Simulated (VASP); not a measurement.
# Hf (P-1) in VASP: further runs

The runs below take Hf through single point, relaxation of cell and atoms, with PBE, BLYP+D4.

Everything below comes from runs of VASP 6.6.1. Logs are shortened: lines on timing, memory, paths and dates and some standing lists are left out, and cuts for length are marked.

## Step 1: The cell of the first run

The typed cell holds 1 atom: a = 3.078 Å, b = 3.058 Å, c = 3.476 Å, α = 55.73°, β = 55.49°, γ = 61.24°.

## Step 2: Single point, PBE

The input, INCAR:

```
PREC = Accurate
ENCUT = 520
EDIFF = 1E-7
ISMEAR = 0
SIGMA = 0.027000000000000003
LREAL = F
LASPH = T
NELM = 60
ALGO = Fast
ISIF = 2
LWAVE = F
LCHARG = F
GGA = PE
NBANDS = 11
```

The input, KPOINTS:

```
regular mesh
0
Gamma
  11 11 10
```

The input, POSCAR:

```
Hf
1.0
    0.1192699600      2.3430520200      1.9928205800
    2.3210866400      0.1247983600      1.9872921700
    2.4497549800      2.4661919600     -0.0038699800
Hf
1
Direct
    0.0000000000      0.0000000000      0.0000000000
```

Potentials or basis: VASP PAW PBE potentials, release 64 (Hf_pv).

The run is started by

```sh
$ cat potpaw_PBE.64/Hf_pv/POTCAR > POTCAR
$ mpirun -np 1 vasp_std > vasp.out
```

OUTCAR:

```text
PREC = Accurate
   ENCUT = 520
   EDIFF = 1E-7
   ISMEAR = 0
   LREAL = F
   LASPH = T
   NELM = 60
   ISIF = 2
   GGA = PE

 ion  position               nearest neighbor table
   1  0.000  0.000  0.000-

  LATTYP: Found a triclinic cell.
 ALAT       =     8.0853201912
 B/A-ratio  =     1.0599326946
 C/A-ratio  =     0.4299299125
 COS(alpha) =     0.0002686543
 COS(beta)  =     0.6444261274
 COS(gamma) =     0.7595425251

  Lattice vectors:

 A1 = (  -2.5596265600,  -4.8109024000,  -5.9729333300)
 A2 = (   2.2206134400,  -2.2215705000,  -7.9734938700)
 A3 = (  -2.4497549800,  -2.4661919600,   0.0038699800)

Analysis of symmetry for initial positions (statically):
=====================================================================
 Subroutine PRICEL returns:
 Original cell was already a primitive cell.

 Routine SETGRP: Setting up the symmetry group for a
 triclinic supercell.

 Subroutine GETGRP returns: Found  2 space group operations
 (whereof  2 operations were pure point group operations)
 out of a pool of  2 trial point group operations.

The static configuration has the point symmetry S_2 .

Analysis of symmetry for dynamics (positions and initial velocities):
=====================================================================
 Subroutine PRICEL returns:
 Original cell was already a primitive cell.

 Routine SETGRP: Setting up the symmetry group for a
 triclinic supercell.

 Subroutine GETGRP returns: Found  2 space group operations
 (whereof  2 operations were pure point group operations)
 out of a pool of  2 trial point group operations.

The dynamic configuration has the point symmetry S_2 .

 Subroutine INISYM returns: Found  2 space group operations
 (whereof  2 operations are pure point group operations),
 and found     1 'primitive' translations

----------------------------------------------------------------------------------------

                                     Primitive cell

  volume of cell :      21.6414

  direct lattice vectors                    reciprocal lattice vectors
     0.119269960  2.343052020  1.992820580    -0.226487975  0.225371345  0.250376994
     2.321086640  0.124798360  1.987292170     0.227514650 -0.225603412  0.251635733
     2.449754980  2.466191960 -0.003869980     0.203666082  0.202781518 -0.250609060

  length of vectors
     3.078222207  3.058160884  3.476121002     0.405928177  0.407406870  0.381320230

  position of ions in fractional coordinates (direct lattice)
     0.000000000  0.000000000  0.000000000

  ion indices of the primitive-cell ions
   primitive index   ion index
                 1           1

----------------------------------------------------------------------------------------

 KPOINTS: regular mesh

Automatic generation of k-mesh.
 Grid dimensions read from file:
 generate k-points for:   11   11   10

 Generating k-lattice:

  Cartesian coordinates                     Fractional coordinates (reciprocal lattice)
    -0.020589816  0.020488304  0.022761545     0.090909091  0.000000000  0.000000000
     0.020683150 -0.020509401  0.022875976    -0.000000000  0.090909091 -0.000000000
     0.020366608  0.020278152 -0.025060906    -0.000000000 -0.000000000  0.100000000

  Length of vectors
     0.036902562  0.037036988  0.038132023

  Shift w.r.t. Gamma in fractional coordinates (k-lattice)
     0.000000000  0.000000000  0.000000000

 Subroutine IBZKPT returns following result:
 ===========================================

 Found    606 irreducible k-points:

 Following reciprocal coordinates:
            Coordinates               Weight
  0.000000  0.000000  0.000000      1.000000
  0.090909  0.000000  0.000000      2.000000
  0.181818  0.000000  0.000000      2.000000
  0.272727  0.000000  0.000000      2.000000
  0.363636  0.000000  0.000000      2.000000
  0.454545  0.000000  0.000000      2.000000
[... 16 lines left out ...]
  0.454545  0.181818  0.000000      2.000000
 -0.454545  0.181818 -0.000000      2.000000
 [... further k-points ...]
   k-points           NKPTS =    606   k-points in BZ     NKDIM =    606   number of bands    NBANDS=     11
   number of dos      NEDOS =    301   number of ions     NIONS =      1
   total plane-waves  NPLWV =  16128
   dimension x,y,z NGX =    24 NGY =   24 NGZ =   28
   dimension x,y,z NGXF=    48 NGYF=   48 NGZF=   56
   ions per type =               1
   NGX,Y,Z   is equivalent  to a cutoff of  12.96, 13.05, 13.39 a.u.
   NGXF,Y,Z  is equivalent  to a cutoff of  25.92, 26.09, 26.78 a.u.
 SYSTEM =  unknown system
   PREC   = accura    normal or accurate (medium, high low for compatibility)
   ISTART =      0    job   : 0-new  1-cont  2-samecut
   ICHARG =      2    charge: 1-file 2-atom 10-const
   ISPIN  =      1    spin polarized calculation?
   LNONCOLLINEAR =      F non collinear calculations
   LSORBIT =      F    spin-orbit coupling
   LASPH  =      T    aspherical Exc in radial PAW
   ENCUT  =  520.0 eV  38.22 Ry    6.18 a.u.   5.72  5.69  6.46*2*pi/ulx,y,z
   NELM   =     60;   NELMIN=  2; NELMDL= -5     # of ELM steps
   EDIFF  = 0.1E-06   stopping-criterion for ELM
   LREAL  =      F    real-space projection
   EDIFFG = 0.1E-05   stopping-criterion for IOM
   NSW    =      0    number of steps for IOM
   IBRION =     -1    ionic relax: 0-MD 1-quasi-New 2-CG
   NFREE  =      0    steps in history (QN), initial steepest desc. (CG)
   ISIF   =      2    stress and relaxation
   ISYM   =      2    0-nonsym 1-usesym 2-fastsym
   POTIM  = 0.5000    time-step for ionic-motion
   TEBEG  =    0.0;   TEEND  =   0.0 temperature during run
   PSTRESS=    0.0 pullay stress
   NELECT =      10.0000    total number of electrons
   NUPDOWN=      -1.0000    fix difference up-down
   EMIN   =  10.00;   EMAX   =-10.00  energy-range for DOS
   EFERMI =   0.00;   METHOD = LEGACY
   ISMEAR =     0;   SIGMA  =   0.03  broadening in eV -4-tet -1-fermi 0-gaus
   EFERMI_NEDOS =   21; number of points for ismear=-14 and -15
   IALGO  =     68    algorithm
   IMIX   =      4    mixing-type and parameters
     AMIX     =   0.40;   BMIX     =  1.00
     AMIX_MAG =   1.60;   BMIX_MAG =  1.00
  volume/ion in A,a.u.               =      21.64       146.04
  Fermi-wavevector in a.u.,A,eV,Ry     =   1.265647  2.391727 21.794676  1.601863
  Thomas-Fermi vector in A             =   2.398890
   LORBIT       =      0    0 simple, 1 ext, 2 COOP (PROOUT), +10 PAW based schemes
   GGA     = PE    functional components
   LHFCALC =     F    Hartree Fock is set to
   AEXX    =    0.0000 exact exchange contribution
   IVDW    =     0    specifies the selected vdW correction
   LEPSILON=     F    determine dielectric tensor
   LRPA    =     F    only Hartree local field effects (RPA)
 non-spin polarized calculation
 RMM-DIIS sequential band-by-band and
 Gauss-broadening in eV      SIGMA  =   0.03
  energy-cutoff  :      520.00
  volume of cell :       21.64
 maximum number of plane-waves:       595
   NGX = 11   NGY = 11   NGZ = 13

 number of electron      10.0000000 magnetization

 Free energy of the ion-electron system (eV)
  ---------------------------------------------------
  ext. energy  EPLUGINS =         0.00000000
  ---------------------------------------------------
  free energy    TOTEN  =        -9.78549198 eV

  energy without entropy =       -9.78502254  energy(sigma->0) =       -9.78525726

 E-fermi :   4.8896     XC(G=0): -11.4313

 val. band max:        4.8890047688   @ k =   0.1818   0.2727   0.4000
 cond. band min:       4.8902721578   @ k =   0.4545   0.0000   0.2000
 fundamental gap:      0.0012673890
 Fermi energy:         4.8896294090

 k-point     1 :       0.0000    0.0000    0.0000
  band No.  band energies     occupation
      1     -24.9379      2.00000
      2     -24.9122      2.00000
      3     -24.8587      2.00000
      4      -2.3405      2.00000
      5       5.3365      0.00000
      6       6.8469      0.00000
      7       7.3311      0.00000
      8       8.0387      0.00000
      9      10.2882      0.00000
     10      16.7773      0.00000
     11      18.5650      0.00000

 k-point     2 :       0.0909    0.0000    0.0000
  band No.  band energies     occupation
      1     -24.9712      2.00000
      2     -24.9562      2.00000
      3     -24.8903      2.00000
      4      -2.0171      2.00000
      5       5.4545      0.00000
      6       6.5700      0.00000
      7       7.4752      0.00000
      8       7.9157      0.00000
      9       9.9856      0.00000
     10      17.5041      0.00000
     11      19.2267      0.00000

 k-point     3 :       0.1818    0.0000    0.0000
  band No.  band energies     occupation
      1     -25.1805      2.00000
      2     -25.0047      2.00000
      3     -24.9184      2.00000
      4      -1.1267      2.00000
      5       5.5295      0.00000
      6       5.8425      0.00000
      7       7.9974      0.00000
      8       8.0343      0.00000
      9       9.4366      0.00000
     10      17.9609      0.00000
     11      18.1880      0.00000

 k-point     4 :       0.2727    0.0000    0.0000
  band No.  band energies     occupation
      1     -25.4512      2.00000
      2     -25.0675      2.00000
      3     -24.9473      2.00000
      4       0.0566      2.00000
      5       5.2031      0.00000
      6       5.2452      0.00000
      7       8.3847      0.00000
      8       8.9248      0.00000
      9       9.4993      0.00000
     10      16.5851      0.00000
     11      18.1769      0.00000
[... 239 lines left out ...]
 k-point    22 :       0.3636    0.1818   -0.0000
  band No.  band energies     occupation
      1     -25.5480      2.00000
      2     -25.2342      2.00000
      3     -25.0757      2.00000
      4       1.5316      2.00000
      5       4.2531      2.00000
      6       6.1122      0.00000
      7       6.9289      0.00000
      8       9.6705      0.00000
      9      10.8214      0.00000
     10      17.3509      0.00000
     11      18.1967      0.00000

 k-point    23 :       0.4545    0.1818    0.0000
  band No.  band energies     occupation
      1     -25.6928      2.00000
      2     -25.2618      2.00000
      3     -25.1317      2.00000
      4       2.1979      2.00000
      5       4.4612      2.00000
      6       5.7887      0.00000
      7       6.4632      0.00000
      8      11.3088      0.00000
      9      11.9479      0.00000
     10      15.4658      0.00000
     11      18.5928      0.00000

 k-point    24 :      -0.4545    0.1818   -0.0000
  band No.  band energies     occupation
      1     -25.7466      2.00000
      2     -25.2497      2.00000
      3     -25.1780      2.00000
      4       2.4332      2.00000
      5       4.5640      2.00000
      6       5.6006      0.00000
      7       6.6110      0.00000
      8      11.5269      0.00000
      9      12.4150      0.00000
     10      14.5766      0.00000
     11      19.0887      0.00000

 [... further k-points ...]

------------------------ aborting loop because EDIFF is reached ----------------------------------------

  FORCE on cell =-STRESS in cart. coord.  units (eV):
  Direction    XX          YY          ZZ          XY          YZ          ZX
  --------------------------------------------------------------------------------------
  -------------------------------------------------------------------------------------
  Total        0.4456898      0.3268554      0.5557244     -0.2394867      0.0266911      0.0881764
  in kB       32.9956793     24.1980329     41.1418481    -17.7298782      1.9760147      6.5279498
  external PRESSURE =      32.7785201 kB  Pullay stress =       0.0000000 kB

 VOLUME and BASIS-vectors are now :
 -----------------------------------------------------------------------------
  energy-cutoff  :      520.00
  volume of cell :       21.64
      direct lattice vectors                 reciprocal lattice vectors
     0.119269960  2.343052020  1.992820580    -0.226487975  0.225371345  0.250376994
     2.321086640  0.124798360  1.987292170     0.227514650 -0.225603412  0.251635733
     2.449754980  2.466191960 -0.003869980     0.203666082  0.202781518 -0.250609060

 POSITION                                       TOTAL-FORCE (eV/Angst)
 -----------------------------------------------------------------------------------
      0.00000      0.00000      0.00000        -0.000000      0.000000      0.000000
 -----------------------------------------------------------------------------------
    total drift:                               -0.000000     -0.000000      0.000000

  FREE ENERGIE OF THE ION-ELECTRON SYSTEM (eV)
  ---------------------------------------------------
  free  energy   TOTEN  =        -9.7854919804 eV

  energy  without entropy=       -9.7850225382  energy(sigma->0) =       -9.78525726
```

Run time: 60 s. Hardware: 1 thread of Intel Xeon 6975P-C (Granite Rapids), shared host; peak memory 0.26 GiB.

Results:

```yaml
Free_energy: -9.7855 eV
Pressure: 3.3 GPa
Band_gap_on_the_k_mesh: zero (bands 5 and 6 overlap by 1.47 eV)
```

Caveat: the cell stands under pressure; spin-orbit coupling is left out, which moves the levels of the heavy elements.

## Step 3: Single point, PBE

The input, INCAR:

```
SYSTEM = Hf
ALGO = Fast
EDIFF = 1E-6
ENCUT = 520
GGA = PE
ISIF = 2
ISMEAR = 0
LASPH = .True.
LCHARG = .False.
LREAL = .False.
LWAVE = .False.
NBANDS = 11
NELM = 80
PREC = Accurate
SIGMA = 0.028000000000000004
```

The input, KPOINTS:

```
k-points
0
Gamma
  11 11 10
  0 0 0
```

POSCAR is that of step 2.

Potentials or basis: VASP PAW PBE potentials, release 64 (Hf_pv).

The run is started by

```sh
$ cat potpaw_PBE.64/Hf_pv/POTCAR > POTCAR
$ mpirun -np 1 vasp_std > vasp.out
```

Run time: 55 s. Hardware: 1 thread of Intel Xeon 6975P-C (Granite Rapids), shared host; peak memory 0.26 GiB.

It converged, with:

| Quantity | Value |
| --- | --- |
| Free energy | -9.7855 eV |
| Pressure | 3.2 GPa |
| Band gap on the k mesh | zero (bands 5 and 6 overlap by 1.47 eV) |

Stress tensor (GPa, compression positive):
```
 3.26 -1.77  0.65
-1.77  2.39  0.20
 0.65  0.20  4.08
```

Levels at points of the mesh, in eV from the Fermi level:
```tsv
k point	band 1	band 2	band 3	band 4	band 5	band 6	band 7	band 8	band 9	band 10
(0.00, 0.00, 0.00)	-29.83	-29.80	-29.75	-7.23	0.45	1.96	2.44	3.15	5.40	11.89
(0.00, 0.00, 0.50)	-30.70	-29.93	-29.79	-3.75	0.47	1.07	2.06	4.98	7.38	9.94
```

Caveat: the cell stands under pressure; spin-orbit coupling is left out, which moves the levels of the heavy elements.

(Part 1 of 2 ends here.)
